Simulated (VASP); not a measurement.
Input of a VASP 6.6.1 run:

INCAR

```
PREC = Accurate
ENCUT = 520
EDIFF = 1E-6
ISMEAR = 0
SIGMA = 0.1
LREAL = False
LASPH = True
NELM = 80
ALGO = Normal
ISIF = 2
LWAVE = False
LCHARG = False
GGA = PE
NBANDS = 23
```

Contents of KPOINTS:

```
regular mesh
0
Gamma
  14 14 14
```

The input POSCAR:

```
Si4W
1.0
   -1.6647035569      1.6647035569      6.3529287443
    1.6647035569     -1.6647035569      6.3529287443
    1.6647035569      1.6647035569     -6.3529287443
Si W
4 1
Direct
    0.2106375143      0.2106375143      0.0000000000
    0.7893624857      0.7893624857      0.0000000000
    0.4019594685      0.4019594685      0.0000000000
    0.5980405315      0.5980405315      0.0000000000
    0.0000000000      0.0000000000      0.0000000000
```

Potentials or basis: VASP PAW PBE potentials, release 64 (Si, W_sv).

The run is started by

```console
$ cat potpaw_PBE.64/Si/POTCAR potpaw_PBE.64/W_sv/POTCAR > POTCAR
$ mpirun -np 1 vasp_std > vasp.out
```

Task: Predict the pressure.

Result: 0.0 GPa.

Task: Predict the band gap on the k mesh.

Result: Zero (bands 15 and 16 overlap by 2.17 eV).

Task: What does it give for the largest force?

Result: 0.008 eV/Å.

Stress tensor (GPa, compression positive):
```
 0.03  0.00  0.00
 0.00  0.03  0.00
 0.00  0.00 -0.05
```

Caveat: spin-orbit coupling is left out, which moves the levels of the heavy elements.
